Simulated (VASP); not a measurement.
Here is a VASP 6.6.1 calculation.

INCAR

```
SYSTEM = GaP
ALGO = Normal
EDIFF = 1E-6
ENCUT = 520
ISIF = 2
ISMEAR = -1
LASPH = .TRUE.
LCHARG = .FALSE.
LREAL = .FALSE.
LWAVE = .FALSE.
NBANDS = 16
NELM = 100
PREC = Accurate
SIGMA = 0.05
```

File KPOINTS:

```
k-points
0
G
  10 10 10
  0 0 0
```

The input POSCAR:

```
GaP
1.0
    0.0000000000      2.6700902952      2.6700902952
    2.6700902952      0.0000000000      2.6700902952
    2.6700902952      2.6700902952      0.0000000000
Ga P
1 1
Direct
    0.0000000000      0.0000000000      0.0000000000
    0.7500000000      0.7500000000      0.7500000000
```

Potentials or basis: VASP PAW LDA potentials, release 64 (Ga_d, P).

Launch:

```console
$ cat potpaw_LDA.64/Ga_d/POTCAR potpaw_LDA.64/P/POTCAR > POTCAR
$ mpirun -np 1 vasp_std > vasp.out
```

Question: Estimate the band gap on the k mesh.

Answer: 1.35 eV, indirect (least direct gap 2.15 eV).

Question: What does it give for the pressure?

Answer: 2.8 GPa.

 A k mesh can miss the band edges.
